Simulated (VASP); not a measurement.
A run of VASP 6.6.1:

INCAR

```
SYSTEM = ZrB
PREC = Accurate
ENCUT = 520
EDIFF = 1E-7
ISMEAR = 0
SIGMA = 0.1
LREAL = .FALSE.
LASPH = .TRUE.
NELM = 100
ALGO = Normal
ISIF = 2
LWAVE = .FALSE.
LCHARG = .FALSE.
GGA = PE
NBANDS = 23
```

Contents of KPOINTS:

```
Automatic mesh
0
G
  12 12 10
  0 0 0
```

The input POSCAR:

```
ZrB
1.0
    2.5010915356      2.5010915356      0.0000000000
   -2.5010915356      2.5010915356      0.0000000000
    0.0000000000      0.0000000000      4.8452518376
Zr B
2 2
Direct
    0.0000000000      0.0000000000      0.0000000000
    0.5000000000      0.5000000000      0.5000000000
    0.5000000000      0.5000000000      0.0000000000
    0.0000000000      0.0000000000      0.5000000000
```

Potentials or basis: VASP PAW PBE potentials, release 64 (Zr_sv, B).

Launch:

```console
$ cat potpaw_PBE.64/Zr_sv/POTCAR potpaw_PBE.64/B/POTCAR > POTCAR
$ mpirun -np 1 vasp_std > vasp.out
```

Hardware: 1 thread of AMD EPYC 9R45 96-Core Processor (Zen 5), on a shared host.

Q: Estimate the wall time of this run.

A: Run time: 2.2 min on 1 thread of AMD EPYC 9R45 96-Core Processor (Zen 5), on a shared host, peak memory 0.29 GiB. Counts: scf iterations 14, k points 168.
